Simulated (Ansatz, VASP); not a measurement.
## One calculation of WSe2, two programs

Contents of INCAR:

```
SYSTEM = WSe2
PREC     = Accurate       ! precision mode
ENCUT    = 520            ! plane-wave cutoff, eV
EDIFF    = 1E-7           ! SCF threshold, eV
ISMEAR   = 0              ! smearing method
SIGMA    = 0.05           ! smearing width, eV
LREAL    = .FALSE.        ! projectors in reciprocal space
LASPH    = .TRUE.         ! aspherical terms in the spheres
NELM     = 60             ! most SCF steps
ALGO     = Normal         ! electronic algorithm
ISIF     = 2              ! what is computed and relaxed
LWAVE    = .FALSE.        ! write WAVECAR
LCHARG   = .FALSE.        ! write CHGCAR
GGA      = PS             ! functional
IVDW     = 12             ! dispersion correction
NBANDS   = 35             ! bands
```

File KPOINTS:

```
regular mesh
0
G
  12 12 4
  0 0 0
```

Contents of POSCAR:

```
WSe2
1.0
    3.2747141005      0.0000000000      0.0000000000
   -1.6373570502      2.8359856012      0.0000000000
    0.0000000000      0.0000000000     12.0812011249
W Se
2 4
Direct
    0.3333333333      0.6666666667      0.2500000000
    0.6666666667      0.3333333333      0.7500000000
    0.3333333333      0.6666666667      0.6145805872
    0.6666666667      0.3333333333      0.1145805872
    0.3333333333      0.6666666667      0.8854194128
    0.6666666667      0.3333333333      0.3854194128
```

Input for Ansatz:

```yaml
crystal:
  lattice:
    - [3.2747141005, 0.0, 0.0]
    - [-1.6373570502, 2.8359856012, 0.0]
    - [0.0, 0.0, 12.0812011249]
  atoms:
    - { symbol: W, position: [0.3333333333, 0.6666666667, 0.25] }
    - { symbol: W, position: [0.6666666667, 0.3333333333, 0.75] }
    - { symbol: Se, position: [0.3333333333, 0.6666666667, 0.6145805872] }
    - { symbol: Se, position: [0.6666666667, 0.3333333333, 0.1145805872] }
    - { symbol: Se, position: [0.3333333333, 0.6666666667, 0.8854194128] }
    - { symbol: Se, position: [0.6666666667, 0.3333333333, 0.3854194128] }
basis:
  ecutwfc: 420
kpoints:
  mp_grid: { grid: [12, 12, 4] }
hamiltonian:
  xc: pbesol
  dispersion: d3bj
scf:
  occupations: { method: gaussian, width: 0.05 }
output:
  forces: true
  stress: true
  eigenvalues: true
```

Alike in both runs: task single point; functional PBEsol; dispersion D3(BJ); k mesh 12 × 12 × 4; occupations gaussian, width 0.05 eV; no spin polarisation.

```csv
,VASP,Ansatz
version,VASP 6.6.1,Ansatz 0.2.0
potentials or method,"VASP PAW PBE potentials, release 64 (W_sv, Se), cutoff 520 eV","scalar-relativistic, plane waves, PAW"
valence electrons in the cell,52,92
```

|  | VASP | Ansatz | Ansatz less VASP |
| --- | --- | --- | --- |
| gap on the k mesh at the Fermi level (eV) | 0.60 | 0.61 | +0.008 |
| least direct gap on the mesh (eV) | 1.41 | 1.42 | +0.004 |
| pressure (GPa) | 1.5 | 1.0 | -0.51 |
| traceless stress, the component that is largest in VASP (GPa) | 5.04 | 4.92 | -0.117 |
| rms of the force components (eV/Å) | 0.239 | 0.208 | -0.0314 |

VASP's potentials were made for PBE, not for PBEsol. Atom by atom the forces differ by 0.031 eV/Å (rms over components). VASP's potentials hold 52 valence electrons a cell and Ansatz's 92, so a difference there can come from the potentials and not from the codes.

Spin-orbit coupling is off throughout.
